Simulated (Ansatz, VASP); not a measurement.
## Two plane-wave programs on K2Nb2O

```
K Nb O
1.0
     5.27766    0.00000    0.00000
     0.00000    5.27766    0.00000
     0.00000    0.00000    5.43210
K Nb O
2 2 1
Direct
  0.00000 0.00000 0.00000
  0.50000 0.50000 0.50000
  0.50000 0.00000 0.00000
  0.00000 0.50000 0.00000
  0.50000 0.50000 0.00000
```

Alike in both runs: functional PBE; k mesh 4 × 4 × 4; occupations gaussian, width 0.1 eV; collinear spin.

Ansatz relaxed the structure, and its values are those at the end. VASP's run is a single point on that final structure, the one shown.

```csv
,VASP,Ansatz
version,VASP 6.6.1,Ansatz 0.2.0
potentials or method,"VASP PAW PBE potentials, release 64 (K_sv, Nb_sv, O), cutoff 520 eV","scalar-relativistic, plane waves, PAW"
valence electrons in the cell,50,50
```

Ansatz gave:

| Property | Result |
| --- | --- |
| gap on the k mesh at the Fermi level (eV) | none |
| pressure (GPa) | 0.0 |
| net moment per atom (μB) | 1.51 |
| size of the moment on the site where the two differ most (μB) | 2.04 |

Which values does VASP return?

gap on the k mesh at the Fermi level (eV): none; pressure (GPa): 0.1; net moment per atom (μB): 1.51; size of the moment on the site where the two differ most (μB): 2.30.

Site moments also hang on the region over which each program counts them. A gap of «none» marks a metal or a gap that the smearing closes. With one functional, cell and mesh, what is left measures potentials, basis and numerics. Ansatz's warnings: no starting moments.
